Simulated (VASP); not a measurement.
Here is a VASP 6.6.1 calculation.

The input INCAR:

```
SYSTEM = TiPd3
  PREC = Accurate
  ENCUT = 520
  EDIFF = 1E-6
  ISMEAR = -1
  SIGMA = 0.05
  LREAL = .False.
  LASPH = .True.
  NELM = 60
  ALGO = Normal
  ISIF = 2
  LWAVE = .False.
  LCHARG = .False.
  NBANDS = 29
```

Contents of KPOINTS:

```
regular mesh
0
Gamma
  11 11 11
  0 0 0
```

POSCAR

```
TiPd3
1.0
    3.7818000000      0.0000000000      0.0000000000
    0.0000000000      3.7818000000      0.0000000000
    0.0000000000      0.0000000000      3.8200000000
Ti Pd
1 3
Direct
    0.0000000000      0.0000000000      0.0000000000
    0.0000000000      0.5000000000      0.5000000000
    0.5000000000      0.0000000000      0.5000000000
    0.5000000000      0.5000000000      0.0000000000
```

Potentials or basis: VASP PAW LDA potentials, release 64 (Ti_sv, Pd).

The run is started by

```bash
$ cat potpaw_LDA.64/Ti_sv/POTCAR potpaw_LDA.64/Pd/POTCAR > POTCAR
$ mpirun -np 1 vasp_std > vasp.out
```

**Question.** What does it give for the pressure?

**Answer.** 7.7 GPa.

**Question.** What does it give for the band gap on the k mesh?

**Answer.** Zero (bands 21 and 22 overlap by 1.39 eV).

Stress tensor (GPa, compression positive):
```
8.32 0.00 0.00
0.00 8.32 0.00
0.00 0.00 6.57
```

Caveat: the cell differs from its parent crystal (equal xx and yy strain of -1 %); the cell stands under pressure.
